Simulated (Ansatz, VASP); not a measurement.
## InWS4 in VASP and in Ansatz

```xyz
6
Lattice="4.3580 0.0000 0.0000 -2.1790 3.7742 0.0000 0.0000 0.0000 8.0518" Properties=species:S:1:pos:R:3 pbc="T T T"
In    0.0000    0.0000    3.3982
W     0.0000    0.0000    6.1290
S     0.0000    2.5161    6.1638
S     2.1790    1.2581    6.1638
S     0.0000    2.5161    2.0374
S     2.1790    1.2581    2.0374
```

Alike in both runs: functional PBE; k mesh 3 × 3 × 4; occupations gaussian, width 0.1 eV; collinear spin.

Ansatz relaxed the structure, and its values are those at the end. VASP's run is a single point on that final structure, the one shown.

|  | VASP | Ansatz |
| --- | --- | --- |
| version | VASP 6.6.1 | Ansatz 0.2.0 |
| potentials or method | VASP PAW PBE potentials, release 64 (In_d, W_sv, S), cutoff 520 eV | scalar-relativistic, plane waves, PAW |
| valence electrons in the cell | 51 | 51 |

|  | VASP | Ansatz | Ansatz less VASP |
| --- | --- | --- | --- |
| gap on the k mesh at the Fermi level (eV) | none | none | - |
| pressure (GPa) | 0.1 | 0.1 | +0.03 |
| net moment per atom (μB) | 0.00 | 0.00 | -0.001 |

A gap of «none» marks a metal or a gap that the smearing closes. Ansatz's warnings: no starting moments.

The k mesh is coarse, so the values compare programs but aren't converged. Neither program's run includes spin-orbit coupling.
